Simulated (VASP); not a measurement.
A run of VASP 6.6.1 is set up as follows.

Contents of POSCAR:

```
MgO
1.0
    0.0570501415      2.2820056617      2.2820056617
    2.2820056617      0.0570501415      2.2820056617
    2.3390558033      2.3390558033      0.0000000001
Mg O
1 1
Direct
    0.0044516999      0.0044516999     -0.0044516999
    0.2455483001      0.2455483001      0.2544516999
```

INCAR.step1

```
SYSTEM = MgO
PREC = Accurate
ENCUT = 500
EDIFF = 1E-8
ISMEAR = 0
SIGMA = 0.01
LREAL = .False.
LASPH = .True.
NELM = 60
ALGO = Normal
LWAVE = .True.
LCHARG = .False.
GGA = PE
```

INCAR.step2

```
SYSTEM = MgO
PREC = Accurate
ENCUT = 500
EDIFF = 1E-8
ISMEAR = 0
SIGMA = 0.01
LREAL = .False.
LASPH = .True.
NELM = 1
ALGO = Exact
LWAVE = .True.
LCHARG = .False.
GGA = PE
NBANDS = 103
LOPTICS = .True.
ISTART = 1
```

Contents of INCAR.step3:

```
SYSTEM = MgO
PREC = Accurate
ENCUT = 500
EDIFF = 1E-8
ISMEAR = 0
SIGMA = 0.01
LREAL = .False.
LASPH = .True.
ALGO = EVGW0
LWAVE = .False.
LCHARG = .False.
GGA = PE
NELMGW = 1
NBANDS = 103
ENCUTGW = 150.0
NOMEGA = 96
PRECFOCK = Fast
ISTART = 1
NBANDSGW = 12
OMEGAMAX = 20
```

KPOINTS

```
regular mesh
0
Gamma
  6 6 6
  0 0 0
```

Potentials or basis: VASP PAW PBE potentials, release 64 (Mg_GW, O_GW).

The run is started by

```console
$ cat potpaw_PBE.64/Mg_GW/POTCAR potpaw_PBE.64/O_GW/POTCAR > POTCAR
$ cp INCAR.step1 INCAR
$ mpirun -np 1 vasp_std > vasp.out
$ cp INCAR.step2 INCAR
$ mpirun -np 1 vasp_std > vasp.out
$ cp INCAR.step3 INCAR
$ mpirun -np 1 vasp_std > vasp.out
```

Problem. Predict the quasiparticle gap.

Solution. 5.64 eV.

Problem. Estimate the least direct quasiparticle gap.

Solution. 5.64 eV.

Problem. Predict the least direct gap of the starting levels on the mesh.

Solution. 3.48 eV.

Problem. What does it give for the band gap of the starting levels on the mesh?

Solution. 3.48 eV.

Caveat: the k points lie up to 0.40 Å⁻¹ apart; bands, screening cutoff and mesh are small and nothing is extrapolated, so the quasiparticle values aren't converged; the structure was generated, so it needn't be the stable form of MgO.
